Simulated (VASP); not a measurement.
A run of VASP 6.6.1:

File INCAR:

```
SYSTEM = Si2Mo
PREC = Accurate ; ENCUT = 520
EDIFF = 1E-7 ; ISMEAR = 0
SIGMA = 0.15 ; LREAL = .FALSE.
LASPH = .TRUE. ; NELM = 100
ALGO = Normal ; ISIF = 2
LWAVE = .FALSE. ; LCHARG = .FALSE.
GGA = PS ; NBANDS = 18
```

KPOINTS

```
Automatic mesh
0
G
  18 18 18
  0 0 0
```

POSCAR

```
Si2Mo
1.0
   -1.6083621729      1.6083621729      3.9433696103
    1.6083621729     -1.6083621729      3.9433696103
    1.6083621729      1.6083621729     -3.9433696103
Si Mo
2 1
Direct
    0.3350567058      0.3350567058      0.0000000000
    0.6649432942      0.6649432942      0.0000000000
    0.0000000000      0.0000000000      0.0000000000
```

Potentials or basis: VASP PAW PBE potentials, release 64 (Si, Mo_sv).

The run is started by

```sh
$ cat potpaw_PBE.64/Si/POTCAR potpaw_PBE.64/Mo_sv/POTCAR > POTCAR
$ mpirun -np 1 vasp_std > vasp.out
```

Hardware: 1 thread of Intel(R) Xeon(R) Platinum 8488C (Sapphire Rapids), with other jobs on the host.

Question: How long does it take, and how much memory?

Answer: It took 8.3 min on 1 thread of Intel(R) Xeon(R) Platinum 8488C (Sapphire Rapids), with other jobs on the host, peak memory 0.46 GiB. Counts: scf iterations 15, k points 480.
